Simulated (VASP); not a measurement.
Write the native input for VASP 6.6.1 that does the following.

```yaml
Task: single point
Functional: PBEsol
Potentials_or_basis: VASP PAW PBE potentials, release 64 (Ge_d)
Cutoff: 520 eV
k_mesh: 5 × 5 × 5
Occupations: fermi-dirac, width 0.05 eV
Spin: no spin polarisation
Dipole_correction: no
Further_INCAR_settings: ALGO = Normal; EDIFF = 1e-06; NBANDS = 96
```

The structure of Ge lies in POSCAR:

```
Ge
1.0
    5.9045867483      0.0000000000      0.0000000000
    0.0000000000      5.9045867483      0.0000000000
    0.0000000000      0.0000000000      6.9951377711
Ge
12
Direct
    0.0897519892      0.0897519892      0.0000000000
    0.4102480108      0.5897519892      0.7500000000
    0.9102480108      0.9102480108      0.5000000000
    0.5897519892      0.4102480108      0.2500000000
    0.1723562989      0.3707602286      0.2596552106
    0.1292397714      0.6723562989      0.0096552106
    0.8276437011      0.6292397714      0.7596552106
    0.8707602286      0.3276437011      0.5096552106
    0.6723562989      0.1292397714      0.9903447894
    0.6292397714      0.8276437011      0.2403447894
    0.3276437011      0.8707602286      0.4903447894
    0.3707602286      0.1723562989      0.7403447894
```

One way to write it, as run:

INCAR

```
ALGO     = Normal         # electronic algorithm
EDIFF    = 1E-6           # SCF threshold, eV
ENCUT    = 520            # plane-wave cutoff, eV
GGA      = PS             # functional
ISIF     = 2              # what is computed and relaxed
ISMEAR   = -1             # smearing method
LASPH    = True           # aspherical terms in the spheres
LCHARG   = False          # write CHGCAR
LREAL    = False          # projectors in reciprocal space
LWAVE    = False          # write WAVECAR
NBANDS   = 96             # bands
NELM     = 60             # most SCF steps
PREC     = Accurate       # precision mode
SIGMA    = 0.05           # smearing width, eV
```

KPOINTS

```
k-points
0
Gamma
  5 5 5
```

Potentials or basis: VASP PAW PBE potentials, release 64 (Ge_d).

Launch:

```bash
$ cat potpaw_PBE.64/Ge_d/POTCAR > POTCAR
$ mpirun -np 1 vasp_std > vasp.out
```

It gave:

```json
{
 "Pressure": "0.0 GPa",
 "Largest force": "0.102 eV/Å",
 "Band gap on the k mesh": "0.67 eV (least direct gap 0.74 eV)"
}
```

Caveat: the PAW data sets were made with another functional, which shifts forces and pressure a little; an odd mesh through Γ misses points on the zone boundary, where band edges can lie.

Wall time 8.2 min on 1 thread of Intel(R) Xeon(R) Platinum 8259CL CPU @ 2.50GHz (Skylake/Cascade Lake) (shared host), peak memory 0.48 GiB.
